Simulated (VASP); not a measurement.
# BaTiO3 (Amm2) in VASP: notebook

The runs below take BaTiO3 through single point, with PBEsol.

All numbers are computed with VASP 6.6.1; they aren't measurements. Logs are shortened: lines on timing, memory, paths and dates and some standing lists are left out, and cuts for length are marked.

### 1 The cell of the first run

Symmetry: Amm2, No. 38, orthorhombic system. The conventional cell has a = 3.904 Å, b = 5.558 Å, c = 5.574 Å, α = 90.00°, β = 90.00°, γ = 90.00°. Ba (site symmetry mm2) has 12 O at 2.72 to 2.86 Å and 8 Ti at 3.35 to 3.46 Å within 3.6 Å. Ti (site symmetry mm2) has 6 O at 1.89 to 2.05 Å within 2.5 Å. Within 2.6 Å of O (site symmetry mm2) lie 2 Ti at 1.96 Å. Within 2.5 Å of O (site symmetry m) lie 2 Ti at 1.89 to 2.05 Å.

### 2 Single point, PBEsol

INCAR reads:

```
SYSTEM = BaTiO3
ALGO = Normal
EDIFF = 1E-6
ENCUT = 910
GGA = PS
GGA_COMPAT = .False.
ISIF = 2
ISMEAR = 0
LASPH = .True.
LCHARG = .False.
LREAL = .False.
LWAVE = .False.
NBANDS = 28
NELM = 120
PREC = Accurate
SIGMA = 0.01
```

KPOINTS reads:

```
k-points
0
Gamma
  6 6 6
  0 0 0
```

POSCAR reads:

```
BaTiO3
1.0
    3.9041404363      0.0000000000      0.0000000000
    0.0000000000      2.7789878318      2.7870694172
    0.0000000000     -2.7789878318      2.7870694172
Ba Ti O
1 1 3
Direct
    0.0000000000      0.0000000000      0.0000000000
    0.5000000000      0.5124000000      0.5124000000
    0.0000000000      0.4874000000      0.4874000000
    0.5000000000      0.5052400000      0.9918400000
    0.5000000000      0.9918400000      0.5052400000
```

Potentials or basis: VASP PAW PBE potentials, release 64 (Ba_sv, Ti_sv, O_h).

Run with:

```bash
$ cat potpaw_PBE.64/Ba_sv/POTCAR potpaw_PBE.64/Ti_sv/POTCAR potpaw_PBE.64/O_h/POTCAR > POTCAR
$ mpirun -np 1 vasp_std > vasp.out
```

OUTCAR:

```text
SYSTEM = BaTiO3
   EDIFF = 1E-6
   ENCUT = 910
   GGA = PS
   ISIF = 2
   ISMEAR = 0
   LASPH = .True.
   LREAL = .False.
   NELM = 120
   PREC = Accurate

 ion  position               nearest neighbor table
   1  0.000  0.000  0.000-   3 2.72   4 2.76   5 2.76   4 2.76   5 2.76   3 2.78   3 2.78   4 2.79
                             5 2.79   5 2.79   4 2.79   3 2.86   2 3.35   2 3.35   2 3.40   2 3.40
   2  0.500  0.512  0.512-   4 1.89   5 1.89   3 1.96   3 1.96   5 2.05   4 2.05   1 3.35   1 3.35
                             1 3.40   1 3.40   1 3.40   1 3.40   1 3.46   1 3.46
   3  0.000  0.487  0.487-   2 1.96   2 1.96   1 2.72   1 2.78   1 2.78   1 2.86
   4  0.500  0.505  0.992-   2 1.89   2 2.05   1 2.76   1 2.76   1 2.79   1 2.79
   5  0.500  0.992  0.505-   2 1.89   2 2.05   1 2.76   1 2.76   1 2.79   1 2.79

  LATTYP: Found a base centered orthorhombic cell.
 ALAT       =     5.5579756636
 B/A-ratio  =     1.0029081039
 C/A-ratio  =     0.7024392823

  Lattice vectors:

 A1 = (   0.0000000000,   2.7789878318,  -2.7870694172)
 A2 = (   0.0000000000,   2.7789878318,   2.7870694172)
 A3 = (   3.9041404363,   0.0000000000,   0.0000000000)

Analysis of symmetry for initial positions (statically):
=====================================================================
 Subroutine PRICEL returns:
 Original cell was already a primitive cell.

 Routine SETGRP: Setting up the symmetry group for a
 base centered orthorhombic supercell.

 Subroutine GETGRP returns: Found  4 space group operations
 (whereof  4 operations were pure point group operations)
 out of a pool of  8 trial point group operations.

The static configuration has the point symmetry C_2v.

Analysis of symmetry for dynamics (positions and initial velocities):
=====================================================================
 Subroutine PRICEL returns:
 Original cell was already a primitive cell.

 Routine SETGRP: Setting up the symmetry group for a
 base centered orthorhombic supercell.

 Subroutine GETGRP returns: Found  4 space group operations
 (whereof  4 operations were pure point group operations)
 out of a pool of  8 trial point group operations.

The dynamic configuration has the point symmetry C_2v.

 Subroutine INISYM returns: Found  4 space group operations
 (whereof  4 operations are pure point group operations),
 and found     1 'primitive' translations

----------------------------------------------------------------------------------------

                                     Primitive cell

  volume of cell :      60.4769

  direct lattice vectors                    reciprocal lattice vectors
     3.904140436  0.000000000  0.000000000     0.256138327  0.000000000  0.000000000
     0.000000000  2.778987832  2.787069417     0.000000000  0.179921623  0.179399909
     0.000000000 -2.778987832  2.787069417     0.000000000 -0.179921623  0.179399909

  length of vectors
     3.904140436  3.935800974  3.935800974     0.256138327  0.254078960  0.254078960

  position of ions in fractional coordinates (direct lattice)
     0.000000000  0.000000000  0.000000000
     0.500000000  0.512400000  0.512400000
     0.000000000  0.487400000  0.487400000
     0.500000000  0.505240000  0.991840000
     0.500000000  0.991840000  0.505240000

  ion indices of the primitive-cell ions
   primitive index   ion index
                 1           1
                 2           2
                 3           3
                 4           4
                 5           5

----------------------------------------------------------------------------------------

 KPOINTS: k-points

Automatic generation of k-mesh.
 Grid dimensions read from file:
 generate k-points for:    6    6    6

 Generating k-lattice:

  Cartesian coordinates                     Fractional coordinates (reciprocal lattice)
     0.042689721  0.000000000  0.000000000     0.166666667  0.000000000  0.000000000
     0.000000000  0.029986937  0.029899985     0.000000000  0.166666667  0.000000000
     0.000000000 -0.029986937  0.029899985     0.000000000  0.000000000  0.166666667

  Length of vectors
     0.042689721  0.042346493  0.042346493

  Shift w.r.t. Gamma in fractional coordinates (k-lattice)
     0.000000000  0.000000000  0.000000000

 Subroutine IBZKPT returns following result:
 ===========================================

 Found     52 irreducible k-points:

 Following reciprocal coordinates:
            Coordinates               Weight
  0.000000  0.000000  0.000000      1.000000
  0.166667  0.000000  0.000000      2.000000
  0.333333  0.000000  0.000000      2.000000
  0.500000  0.000000  0.000000      1.000000
  0.000000  0.166667  0.000000      4.000000
  0.166667  0.166667  0.000000      8.000000
[... 16 lines left out ...]
  0.333333  0.333333  0.166667      8.000000
  0.500000  0.333333  0.166667      4.000000
 [... further k-points ...]
   k-points           NKPTS =     52   k-points in BZ     NKDIM =     52   number of bands    NBANDS=     28
   number of dos      NEDOS =    301   number of ions     NIONS =      5
   total plane-waves  NPLWV =  64000
   dimension x,y,z NGX =    40 NGY =   40 NGZ =   40
   dimension x,y,z NGXF=    80 NGYF=   80 NGZF=   80
   ions per type =               1   1   3
   NGX,Y,Z   is equivalent  to a cutoff of  17.03, 16.90, 16.90 a.u.
   NGXF,Y,Z  is equivalent  to a cutoff of  34.07, 33.79, 33.79 a.u.
 SYSTEM =  BaTiO3
   PREC   = accura    normal or accurate (medium, high low for compatibility)
   ISTART =      0    job   : 0-new  1-cont  2-samecut
   ICHARG =      2    charge: 1-file 2-atom 10-const
   ISPIN  =      1    spin polarized calculation?
   LNONCOLLINEAR =      F non collinear calculations
   LSORBIT =      F    spin-orbit coupling
   LASPH  =      T    aspherical Exc in radial PAW
   ENCUT  =  910.0 eV  66.88 Ry    8.18 a.u.   9.60  9.68  9.68*2*pi/ulx,y,z
   NELM   =    120;   NELMIN=  2; NELMDL= -5     # of ELM steps
   EDIFF  = 0.1E-05   stopping-criterion for ELM
   LREAL  =      F    real-space projection
   EDIFFG = 0.1E-04   stopping-criterion for IOM
   NSW    =      0    number of steps for IOM
   IBRION =     -1    ionic relax: 0-MD 1-quasi-New 2-CG
   NFREE  =      0    steps in history (QN), initial steepest desc. (CG)
   ISIF   =      2    stress and relaxation
   ISYM   =      2    0-nonsym 1-usesym 2-fastsym
   POTIM  = 0.5000    time-step for ionic-motion
   TEBEG  =    0.0;   TEEND  =   0.0 temperature during run
   PSTRESS=    0.0 pullay stress
   NELECT =      40.0000    total number of electrons
   NUPDOWN=      -1.0000    fix difference up-down
   EMIN   =  10.00;   EMAX   =-10.00  energy-range for DOS
   EFERMI =   0.00;   METHOD = LEGACY
   ISMEAR =     0;   SIGMA  =   0.01  broadening in eV -4-tet -1-fermi 0-gaus
   EFERMI_NEDOS =   21; number of points for ismear=-14 and -15
   IALGO  =     38    algorithm
   IMIX   =      4    mixing-type and parameters
     AMIX     =   0.40;   BMIX     =  1.00
     AMIX_MAG =   1.60;   BMIX_MAG =  1.00
  volume/ion in A,a.u.               =      12.10        81.62
  Fermi-wavevector in a.u.,A,eV,Ry     =   1.426368  2.695444 27.681397  2.034525
  Thomas-Fermi vector in A             =   2.546652
   LORBIT       =      0    0 simple, 1 ext, 2 COOP (PROOUT), +10 PAW based schemes
   GGA     = PS    functional components
   LHFCALC =     F    Hartree Fock is set to
   AEXX    =    0.0000 exact exchange contribution
   IVDW    =     0    specifies the selected vdW correction
   LEPSILON=     F    determine dielectric tensor
   LRPA    =     F    only Hartree local field effects (RPA)
 non-spin polarized calculation
 Gauss-broadening in eV      SIGMA  =   0.01
  energy-cutoff  :      910.00
  volume of cell :       60.48
 maximum number of plane-waves:      3800
 NGX is ok and might be reduce to    40
   NGX = 19   NGY = 19   NGZ = 19

 number of electron      40.0000003 magnetization

 Free energy of the ion-electron system (eV)
  ---------------------------------------------------
  ext. energy  EPLUGINS =         0.00000000
  ---------------------------------------------------
  free energy    TOTEN  =       -41.91153338 eV

  energy without entropy =      -41.91153338  energy(sigma->0) =      -41.91153338

 E-fermi :   4.6232     XC(G=0): -11.8286

 val. band max:        4.5308147915   @ k =   0.5000   0.5000   0.5000
 cond. band min:       6.4569534941   @ k =   0.0000   0.0000   0.0000
 fundamental gap:      1.9261387025
 Fermi energy:         4.6232472923

 k-point     1 :       0.0000    0.0000    0.0000
  band No.  band energies     occupation
      1     -51.5034      2.00000
      2     -27.8852      2.00000
      3     -27.8817      2.00000
      4     -27.8651      2.00000
      5     -20.1174      2.00000
      6     -12.4033      2.00000
[... 20 lines left out ...]
     27       9.5695      0.00000
     28      12.3624      0.00000

 k-point     2 :       0.1667    0.0000    0.0000
  band No.  band energies     occupation
      1     -51.5030      2.00000
      2     -27.8846      2.00000
      3     -27.8845      2.00000
      4     -27.8806      2.00000
      5     -20.0748      2.00000
      6     -12.4464      2.00000
[... 20 lines left out ...]
     27      10.1236      0.00000
     28      13.0523      0.00000

 k-point     3 :       0.3333    0.0000    0.0000
  band No.  band energies     occupation
      1     -51.5022      2.00000
      2     -27.9227      2.00000
      3     -27.8829      2.00000
      4     -27.8792      2.00000
      5     -19.9869      2.00000
      6     -12.6441      2.00000
[... 20 lines left out ...]
     27      11.4724      0.00000
     28      13.0302      0.00000

 k-point     4 :       0.5000    0.0000    0.0000
  band No.  band energies     occupation
      1     -51.5019      2.00000
      2     -27.9416      2.00000
      3     -27.8821      2.00000
      4     -27.8785      2.00000
      5     -19.9417      2.00000
      6     -12.7654      2.00000
[... 20 lines left out ...]
     27      12.3901      0.00000
     28      12.9269      0.00000

 k-point     5 :       0.0000    0.1667    0.0000
  band No.  band energies     occupation
      1     -51.5031      2.00000
      2     -27.9015      2.00000
      3     -27.8826      2.00000
      4     -27.8644      2.00000
      5     -20.0768      2.00000
      6     -12.4524      2.00000
[... 20 lines left out ...]
     27      10.1470      0.00000
     28      13.0400      0.00000

 k-point     6 :       0.1667    0.1667    0.0000
  band No.  band energies     occupation
      1     -51.5027      2.00000
      2     -27.9006      2.00000
      3     -27.8838      2.00000
      4     -27.8815      2.00000
      5     -20.0381      2.00000
      6     -12.4351      2.00000
[... 463 lines left out ...]
      5     -19.9648      2.00000
      6     -12.5382      2.00000
[... 20 lines left out ...]
     27      12.0301      0.00000
     28      13.4735      0.00000

 k-point    22 :       0.1667    0.3333    0.1667
  band No.  band energies     occupation
      1     -51.5016      2.00000
      2     -27.9343      2.00000
      3     -27.8978      2.00000
      4     -27.8809      2.00000
      5     -19.9359      2.00000
      6     -12.4150      2.00000
[... 20 lines left out ...]
     27      12.2096      0.00000
     28      13.3693      0.00000

 k-point    23 :       0.3333    0.3333    0.1667
  band No.  band energies     occupation
      1     -51.5009      2.00000
      2     -27.9320      2.00000
      3     -27.9181      2.00000
      4     -27.8960      2.00000
      5     -19.8768      2.00000
      6     -12.2050      2.00000
[... 20 lines left out ...]
     27      13.0850      0.00000
     28      13.1868      0.00000

 k-point    24 :       0.5000    0.3333    0.1667
  band No.  band energies     occupation
      1     -51.5005      2.00000
      2     -27.9366      2.00000
      3     -27.9308      2.00000
      4     -27.8952      2.00000
      5     -19.8466      2.00000
      6     -12.1456      2.00000
[... 20 lines left out ...]
     27      12.9844      0.00000
     28      13.4309      0.00000

 [... further k-points ...]

------------------------ aborting loop because EDIFF is reached ----------------------------------------

  FORCE on cell =-STRESS in cart. coord.  units (eV):
  Direction    XX          YY          ZZ          XY          YZ          ZX
  --------------------------------------------------------------------------------------
  -------------------------------------------------------------------------------------
  Total        3.6347467      3.7079029      3.4146874      0.0000000      0.0000000      0.0000000
  in kB       96.2930343     98.2311155     90.4631447      0.0000000      0.0000000      0.0000000
  external PRESSURE =      94.9957648 kB  Pullay stress =       0.0000000 kB

 VOLUME and BASIS-vectors are now :
 -----------------------------------------------------------------------------
  energy-cutoff  :      910.00
  volume of cell :       60.48
      direct lattice vectors                 reciprocal lattice vectors
     3.904140436  0.000000000  0.000000000     0.256138327  0.000000000  0.000000000
     0.000000000  2.778987832  2.787069417     0.000000000  0.179921623  0.179399909
     0.000000000 -2.778987832  2.787069417     0.000000000 -0.179921623  0.179399909

 POSITION                                       TOTAL-FORCE (eV/Angst)
 -----------------------------------------------------------------------------------
      0.00000      0.00000      0.00000         0.000000      0.000000      0.164149
      1.95207      0.00000      2.85619         0.000000      0.000000     -0.129507
      0.00000      0.00000      2.71684         0.000000      0.000000      0.187367
      1.95207     -1.35226      4.17247         0.000000     -0.221441     -0.111004
      1.95207      1.35226      4.17247         0.000000      0.221441     -0.111004
 -----------------------------------------------------------------------------------
    total drift:                                0.000000     -0.000001     -0.000901

  FREE ENERGIE OF THE ION-ELECTRON SYSTEM (eV)
  ---------------------------------------------------
  free  energy   TOTEN  =       -41.9115333842 eV

  energy  without entropy=      -41.9115333842  energy(sigma->0) =      -41.91153338
```

Wall time 89 s (1 thread of Intel Xeon 6975P-C (Granite Rapids), shared host); peak memory 0.38 GiB.

What came out:

* Free energy: -41.9115 eV
* Pressure: 9.5 GPa
* Largest force: 0.248 eV/Å
* Band gap on the k mesh: 1.93 eV (least direct gap 2.07 eV)

Forces on the atoms (eV/Å):
```
Ba   0.000  0.000  0.164
Ti   0.000  0.000 -0.130
O    0.000  0.000  0.187
O    0.000 -0.221 -0.111
O    0.000  0.221 -0.111
```

Caveat: the cutoff is under 1.25 times the usual one of these potentials, so pressure, stress and relaxed cells hold a basis-set (Pulay) error; the cell stands under pressure; the PAW data sets were made with another functional, which shifts forces and pressure a little; spin-orbit coupling is left out, which moves the levels of the heavy elements.

### 3 Single point, PBEsol

This run uses another cell than the first one, of 13.12 Å³/atom.

INCAR reads:

```
  ALGO = Normal
  EDIFF = 1E-6
  ENCUT = 910
  GGA = PS
  GGA_COMPAT = False
  ISIF = 2
  ISMEAR = 0
  LASPH = True
  LCHARG = False
  LREAL = False
  LWAVE = False
  NBANDS = 28
  NELM = 120
  PREC = Accurate
  SIGMA = 0.01
```

KPOINTS reads:

```
k-points
0
Gamma
  6 6 6
```

POSCAR: that of step 2 with these lines changed.

```diff
@@ -2,5 +2,5 @@
 1.0
-    3.9041404363      0.0000000000      0.0000000000
-    0.0000000000      2.7789878318      2.7870694172
-    0.0000000000     -2.7789878318      2.7870694172
+    4.0118948090      0.0000000000      0.0000000000
+    0.0000000000      2.8556879648      2.8639926021
+    0.0000000000     -2.8556879648      2.8639926021
 Ba Ti O
```

Potentials or basis: VASP PAW PBE potentials, release 64 (Ba_sv, Ti_sv, O_h).

Run with:

```bash
$ cat potpaw_PBE.64/Ba_sv/POTCAR potpaw_PBE.64/Ti_sv/POTCAR potpaw_PBE.64/O_h/POTCAR > POTCAR
$ mpirun -np 1 vasp_std > vasp.out
```

Wall time 5.1 min (1 thread of AMD EPYC 7R43 (Zen 3), shared host); peak memory 0.35 GiB.

The run converged. Its results:

```yaml
Free_energy: -41.9689 eV
Pressure: -5.6 GPa
Largest_force: 0.347 eV/Å
Band_gap_on_the_k_mesh: 1.77 eV (least direct gap 1.99 eV)
```

Forces in eV/Å, atoms in the order of the input:
```
Ba   0.000  0.000  0.150
Ti   0.000  0.000  0.297
O    0.000  0.000  0.227
O    0.000  0.085 -0.337
O    0.000 -0.085 -0.337
```

Stress tensor (GPa, compression positive):
```
-5.45  0.00  0.00
 0.00 -5.36  0.00
 0.00  0.00 -5.97
```

Levels at points of the mesh, in eV from the valence-band top:
| k point | band 17 | band 18 | band 19 | band 20 | band 21 | band 22 | band 23 | band 24 |
| --- | --- | --- | --- | --- | --- | --- | --- | --- |
| (0.00, 0.00, 0.00) | -1.08 | -0.37 | -0.27 | -0.22 | 1.77 | 1.83 | 1.99 | 3.91 |
| (0.50, 0.00, 0.00) | -1.81 | -1.73 | -0.83 | -0.78 | 1.97 | 3.41 | 3.49 | 3.89 |
| (0.00, 0.50, 0.00) | -1.84 | -1.68 | -0.82 | -0.75 | 2.02 | 3.44 | 3.47 | 3.94 |
| (0.50, 0.50, 0.00) | -1.74 | -0.91 | -0.90 | -0.09 | 3.46 | 3.47 | 3.84 | 4.62 |
| (0.00, 0.50, 0.50) | -1.68 | -0.93 | -0.89 | -0.14 | 3.44 | 3.50 | 3.84 | 4.74 |
| (0.50, 0.50, 0.50) | -2.41 | -0.05 | -0.01 | 0.00 | 4.05 | 4.09 | 4.10 | 6.43 |

Caveat: the cutoff is under 1.25 times the usual one of these potentials, so pressure, stress and relaxed cells hold a basis-set (Pulay) error; the cell stands under tension; the PAW data sets were made with another functional, which shifts forces and pressure a little; spin-orbit coupling is left out, which moves the levels of the heavy elements. PBEsol gaps usually lie below the measured ones, often by a third to a half.

(Part 1 of 2 ends here.)
